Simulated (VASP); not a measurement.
# HfW (P6/mmm) in VASP: single point with PBE

Aim: the single point of HfW with PBE.

Everything below comes from runs of VASP 6.6.1. Logs are shortened: lines on timing, memory, paths and dates and some standing lists are left out, and cuts for length are marked.

**1. The cell of the first run**

Symmetry: P6/mmm, No. 191, hexagonal system. Conventional cell: a = 5.851 Å, b = 5.851 Å, c = 4.462 Å, α = 90.00°, β = 90.00°, γ = 120.00°. Hf (site symmetry mmm) has 6 W at 2.80 to 2.93 Å and 4 Hf at 2.93 Å within 3.7 Å. Within 4.1 Å of W (site symmetry 6/mmm) lie 6 Hf at 2.93 Å and 12 W at 4.05 Å. W (site symmetry -6m2) has 6 Hf at 2.80 Å and 3 W at 3.38 Å within 3.7 Å.

**2. Single point, PBE**

INCAR reads:

```
SYSTEM = HfW
ALGO = Fast
EDIFF = 1E-7
ENCUT = 520
GGA = PE
ISIF = 2
ISMEAR = 0
LASPH = .TRUE.
LCHARG = .TRUE.
LELF = .TRUE.
LREAL = .FALSE.
LVHAR = .TRUE.
LWAVE = .FALSE.
NBANDS = 45
NELM = 60
PREC = Accurate
SIGMA = 0.1
```

KPOINTS reads:

```
k-points
0
G
  9 9 8
  0 0 0
```

POSCAR reads:

```
HfW
1.0
    5.8512610436      0.0000000000      0.0000000000
   -2.9256305218      5.0673407079      0.0000000000
    0.0000000000      0.0000000000      4.4621019057
Hf W
3 3
Direct
    0.5000000000      0.0000000000      0.0000000000
    0.5000000000      0.5000000000      0.0000000000
    0.0000000000      0.5000000000      0.0000000000
    0.0000000000      0.0000000000      0.0000000000
    0.3333333333      0.6666666667      0.5000000000
    0.6666666667      0.3333333333      0.5000000000
```

Potentials or basis: VASP PAW PBE potentials, release 64 (Hf_pv, W_sv).

Launch:

```console
$ cat potpaw_PBE.64/Hf_pv/POTCAR potpaw_PBE.64/W_sv/POTCAR > POTCAR
$ mpirun -np 1 vasp_std > vasp.out
```

OUTCAR:

```text
SYSTEM = HfW
   EDIFF = 1E-7
   ENCUT = 520
   GGA = PE
   ISIF = 2
   ISMEAR = 0
   LASPH = .TRUE.
   LREAL = .FALSE.
   NELM = 60
   PREC = Accurate

 ion  position               nearest neighbor table
   1  0.500  0.000  0.000-   5 2.80   6 2.80   5 2.80   6 2.80   2 2.93   3 2.93   2 2.93   3 2.93
                             4 2.93   4 2.93
   2  0.500  0.500  0.000-   5 2.80   6 2.80   5 2.80   6 2.80   1 2.93   4 2.93   1 2.93   4 2.93
                             3 2.93   3 2.93
   3  0.000  0.500  0.000-   5 2.80   6 2.80   5 2.80   6 2.80   1 2.93   4 2.93   4 2.93   1 2.93
                             2 2.93   2 2.93
   4  0.000  0.000  0.000-   2 2.93   3 2.93   3 2.93   2 2.93   1 2.93   1 2.93
   5  0.333  0.667  0.500-   1 2.80   1 2.80   3 2.80   3 2.80   2 2.80   2 2.80   6 3.38   6 3.38
                             6 3.38
   6  0.667  0.333  0.500-   1 2.80   1 2.80   3 2.80   3 2.80   2 2.80   2 2.80   5 3.38   5 3.38
                             5 3.38

  LATTYP: Found a hexagonal cell.
 ALAT       =     5.8512610436
 C/A-ratio  =     0.7625880767

  Lattice vectors:

 A1 = (   5.8512610436,   0.0000000000,   0.0000000000)
 A2 = (  -2.9256305218,   5.0673407079,   0.0000000000)
 A3 = (   0.0000000000,   0.0000000000,   4.4621019057)

Analysis of symmetry for initial positions (statically):
=====================================================================
 Subroutine PRICEL returns:
 Original cell was already a primitive cell.

 Routine SETGRP: Setting up the symmetry group for a
 hexagonal supercell.

 Subroutine GETGRP returns: Found 24 space group operations
 (whereof 24 operations were pure point group operations)
 out of a pool of 24 trial point group operations.

The static configuration has the point symmetry D_6h.

Analysis of symmetry for dynamics (positions and initial velocities):
=====================================================================
 Subroutine PRICEL returns:
 Original cell was already a primitive cell.

 Routine SETGRP: Setting up the symmetry group for a
 hexagonal supercell.

 Subroutine GETGRP returns: Found 24 space group operations
 (whereof 24 operations were pure point group operations)
 out of a pool of 24 trial point group operations.

The dynamic configuration has the point symmetry D_6h.

 Subroutine INISYM returns: Found 24 space group operations
 (whereof 24 operations are pure point group operations),
 and found     1 'primitive' translations

[... 106 lines left out ...]
   IBRION =     -1    ionic relax: 0-MD 1-quasi-New 2-CG
   NFREE  =      0    steps in history (QN), initial steepest desc. (CG)
   ISIF   =      2    stress and relaxation
   ISYM   =      2    0-nonsym 1-usesym 2-fastsym
   POTIM  = 0.5000    time-step for ionic-motion
   TEBEG  =    0.0;   TEEND  =   0.0 temperature during run
   PSTRESS=    0.0 pullay stress
   NELECT =      72.0000    total number of electrons
   NUPDOWN=      -1.0000    fix difference up-down
   EMIN   =  10.00;   EMAX   =-10.00  energy-range for DOS
   EFERMI =   0.00;   METHOD = LEGACY
   ISMEAR =     0;   SIGMA  =   0.10  broadening in eV -4-tet -1-fermi 0-gaus
   EFERMI_NEDOS =   21; number of points for ismear=-14 and -15
   IALGO  =     68    algorithm
   IMIX   =      4    mixing-type and parameters
     AMIX     =   0.40;   BMIX     =  1.00
     AMIX_MAG =   1.60;   BMIX_MAG =  1.00
  volume/ion in A,a.u.               =      22.05       148.80
  Fermi-wavevector in a.u.,A,eV,Ry     =   1.336583  2.525776 24.306189  1.786454
  Thomas-Fermi vector in A             =   2.465198
   LORBIT       =      0    0 simple, 1 ext, 2 COOP (PROOUT), +10 PAW based schemes
   GGA     = PE    functional components
   LHFCALC =     F    Hartree Fock is set to
   AEXX    =    0.0000 exact exchange contribution
   IVDW    =     0    specifies the selected vdW correction
   LEPSILON=     F    determine dielectric tensor
   LRPA    =     F    only Hartree local field effects (RPA)
 non-spin polarized calculation
 RMM-DIIS sequential band-by-band and
 Gauss-broadening in eV      SIGMA  =   0.10
  energy-cutoff  :      520.00
  volume of cell :      132.30
 maximum number of plane-waves:      3591
 NGX is ok and might be reduce to    48
   NGX = 21   NGY = 21   NGZ = 17

 number of electron      72.0000010 magnetization

 Free energy of the ion-electron system (eV)
  ---------------------------------------------------
  ext. energy  EPLUGINS =         0.00000000
  ---------------------------------------------------
  free energy    TOTEN  =       -60.84278464 eV

  energy without entropy =      -60.80939309  energy(sigma->0) =      -60.82608886

 E-fermi :   5.4376     XC(G=0): -11.3596

 val. band max:        5.4279823112   @ k =   0.3333   0.0000   0.2500
 cond. band min:       5.4388144690   @ k =   0.4444   0.1111   0.2500
 fundamental gap:      0.0108321577
 Fermi energy:         5.4376170813

 k-point     1 :       0.0000    0.0000    0.0000
  band No.  band energies     occupation
      1     -68.6371      2.00000
      2     -67.9236      2.00000
      3     -67.9191      2.00000
      4     -33.0975      2.00000
      5     -32.6522      2.00000
      6     -32.6522      2.00000
[... 1141 lines left out ...]
     44       7.6062      0.00000
     45       8.0110      0.00000

 [... further k-points ...]

------------------------ aborting loop because EDIFF is reached ----------------------------------------

  FORCE on cell =-STRESS in cart. coord.  units (eV):
  Direction    XX          YY          ZZ          XY          YZ          ZX
  --------------------------------------------------------------------------------------
  -------------------------------------------------------------------------------------
  Total       -0.2402609     -0.2402609     -0.2105744      0.0000000      0.0000000      0.0000000
  in kB       -2.9095416     -2.9095416     -2.5500411      0.0000000      0.0000000      0.0000000
  external PRESSURE =      -2.7897081 kB  Pullay stress =       0.0000000 kB

 VOLUME and BASIS-vectors are now :
 -----------------------------------------------------------------------------
  energy-cutoff  :      520.00
  volume of cell :      132.30
      direct lattice vectors                 reciprocal lattice vectors
     5.851261044  0.000000000  0.000000000     0.170903331  0.098671084  0.000000000
    -2.925630522  5.067340708  0.000000000     0.000000000  0.197342168  0.000000000
     0.000000000  0.000000000  4.462101906     0.000000000  0.000000000  0.224109628

 POSITION                                       TOTAL-FORCE (eV/Angst)
 -----------------------------------------------------------------------------------
      2.92563      0.00000      0.00000        -0.000000      0.000000      0.000000
      1.46282      2.53367      0.00000        -0.000000      0.000000      0.000000
     -1.46282      2.53367      0.00000        -0.000000      0.000000      0.000000
      0.00000      0.00000      0.00000        -0.000000      0.000000      0.000000
     -0.00000      3.37823      2.23105        -0.000000      0.000000     -0.000000
      2.92563      1.68911      2.23105         0.000000     -0.000000      0.000000
 -----------------------------------------------------------------------------------
    total drift:                               -0.000000      0.000000      0.000000

  FREE ENERGIE OF THE ION-ELECTRON SYSTEM (eV)
  ---------------------------------------------------
  free  energy   TOTEN  =       -60.8427846381 eV

  energy  without entropy=      -60.8093930892  energy(sigma->0) =      -60.82608886
```

OSZICAR:

```text
N       E                     dE             d eps       ncg     rms          rms(c)
DAV:   1     0.674064605847E+03    0.67406E+03   -0.40515E+04  5544   0.166E+03
DAV:   2    -0.219765555397E+02   -0.69604E+03   -0.67888E+03  5908   0.491E+02
DAV:   3    -0.637517978012E+02   -0.41775E+02   -0.40134E+02  6982   0.103E+02
[... 14 lines left out ...]
RMM:  18    -0.608427831304E+02    0.11929E-04   -0.31413E-05  6472   0.164E-02    0.139E-02
RMM:  19    -0.608427842024E+02   -0.10720E-05   -0.12586E-05  6843   0.752E-03    0.393E-03
RMM:  20    -0.608427844802E+02   -0.27783E-06   -0.33360E-06  6345   0.321E-03    0.153E-03
RMM:  21    -0.608427845938E+02   -0.11363E-06   -0.86894E-07  4886   0.178E-03    0.466E-04
RMM:  22    -0.608427846381E+02   -0.44251E-07   -0.33019E-07  3715   0.103E-03
   1 F= -.60842785E+02 E0= -.60826089E+02  d E =-.333915E-01
```

stdout:

```text
POSCAR found type information on POSCAR HfW
 POSCAR found :  2 types and       6 ions
 scaLAPACK will be used
 LDA part: xc-table for (Slater+PW92), standard interpolation
 POSCAR, INCAR and KPOINTS ok, starting setup
 FFT: planning ... GRIDC
 FFT: planning ... GRID_SOFT
 FFT: planning ... GRID
 WAVECAR not read
 entering main loop
WARNING in EDDRMM: call to ZHEGV failed, returncode =   6  3     43
WARNING in EDDRMM: call to ZHEGV failed, returncode =   8  4     41
```

It took 5.3 min on 1 thread of Intel Xeon 6975P-C (Granite Rapids), shared host; peak memory 0.46 GiB.

What came out:

```yaml
Free_energy: -60.8428 eV
Pressure: -0.3 GPa
Band_gap_on_the_k_mesh: zero (bands 36 and 37 overlap by 0.69 eV)
```

Levels at points of the mesh, in eV from the Fermi level:
```
           k point  band 34  band 35  band 36  band 37  band 38  band 39
(0.00, 0.00, 0.00)    -0.62    -0.16    -0.12    -0.12     0.39     0.39
(0.00, 0.00, 0.50)    -0.07     0.07     0.07     0.38     1.31     1.31
```

Caveat: spin-orbit coupling is left out, which moves the levels of the heavy elements.
